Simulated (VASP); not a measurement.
W: single point with PBE+D3(BJ)

W:

```
W
1.0
    -1.58034    1.58034    1.58034
     1.58034   -1.58034    1.58034
     1.58034    1.58034   -1.58034
W
1
Cartesian
  0.0000 0.0000 0.0000
```

```json
{
  "Program": "VASP 6.6.1",
  "Task": "single point",
  "Functional": "PBE",
  "Dispersion": "D3(BJ)",
  "Potentials or basis": "VASP PAW PBE potentials, release 64 (W_sv)",
  "Cutoff": "500 eV",
  "k mesh": "8 × 8 × 8",
  "Occupations": "gaussian, width 0.1 eV",
  "Spin": "no spin polarisation",
  "Dipole correction": "no",
  "Further INCAR settings": "ALGO = Normal; EDIFF = 1e-06; NBANDS = 13"
}
```

```json
{"Pressure": "0.6 GPa", "Band gap on the k mesh": "zero (band 7 reaches 16.70 eV, above the bottom of band 8 at 10.27 eV)", "Dispersion energy per atom": "-0.698 eV"}
```

Levels at points of the mesh, in eV from the Fermi level:
```
           k point  band 3  band 4  band 5  band 6  band 7  band 8  band 9  band 10  band 11  band 12
(0.00, 0.00, 0.00)  -37.51  -37.51   -9.44   -1.01   -1.01   -1.01    2.49     2.49    14.75    14.75
(0.50, 0.00, 0.00)  -37.93  -37.52   -6.08   -3.36    0.91    2.39    3.38     6.41    11.37    11.72
(0.50, 0.50, 0.50)  -38.42  -38.42   -5.65   -5.65    5.42    5.42    5.42     8.50     8.50     8.50
```

Run time: 4.2 s on 1 thread of Intel(R) Xeon(R) Platinum 8559C (Emerald Rapids), with other jobs on the host, peak memory 0.13 GiB.

Caveat: spin-orbit coupling is left out, which moves the levels of the heavy elements; pairwise dispersion overbinds metals, which lowers pressure and volume.
